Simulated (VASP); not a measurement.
A run of VASP 6.6.1 is set up as follows.

Contents of INCAR:

```
SYSTEM = MgO
PREC = Accurate
ENCUT = 600
EDIFF = 1E-6
ISMEAR = 0
SIGMA = 0.02
LREAL = .FALSE.
LASPH = .TRUE.
NELM = 100
ALGO = Normal
ISIF = 3
LWAVE = .FALSE.
LCHARG = .FALSE.
GGA = PS
IBRION = 2
NSW = 100
EDIFFG = -0.005
```

KPOINTS

```
Automatic mesh
0
G
  10 10 10
  0 0 0
```

The input POSCAR:

```
MgO
1.0
    0.0000000000      2.1085000000      2.1085000000
    2.1085000000      0.0000000000      2.1085000000
    2.1085000000      2.1085000000      0.0000000000
Mg O
1 1
Direct
    0.0000000000      0.0000000000      0.0000000000
    0.5000000000      0.5000000000      0.5000000000
```

Potentials or basis: VASP PAW PBE potentials, release 64 (Mg, O).

Command:

```sh
$ cat potpaw_PBE.64/Mg/POTCAR potpaw_PBE.64/O/POTCAR > POTCAR
$ mpirun -np 1 vasp_std > vasp.out
```

Task: Estimate the relaxed cell.

Result: a = 2.975 Å, b = 2.975 Å, c = 2.975 Å, α = 60.00°, β = 60.00°, γ = 60.00°.

Task: Estimate the band gap on the k mesh.

Result: 4.66 eV, direct.

Task: What does it give for the relaxed volume?

Result: 9.31 Å³/atom.

Task: Estimate the space group after relaxing (to 0.05 Å).

Result: Fm-3m (No. 225).

Final structure:
```cif
data_structure
_symmetry_space_group_name_H-M 'P 1'
_symmetry_Int_Tables_number 1
_cell_length_a 2.9754
_cell_length_b 2.9754
_cell_length_c 2.9754
_cell_angle_alpha 60.000
_cell_angle_beta 60.000
_cell_angle_gamma 60.000
_cell_volume 18.63
loop_
_atom_site_label
_atom_site_type_symbol
_atom_site_fract_x
_atom_site_fract_y
_atom_site_fract_z
_atom_site_occupancy
Mg1 Mg 0.00000 0.00000 0.00000 1
O1 O 0.50000 0.50000 0.50000 1
```

Caveat: the PAW data sets were made with another functional, which shifts forces and pressure a little.
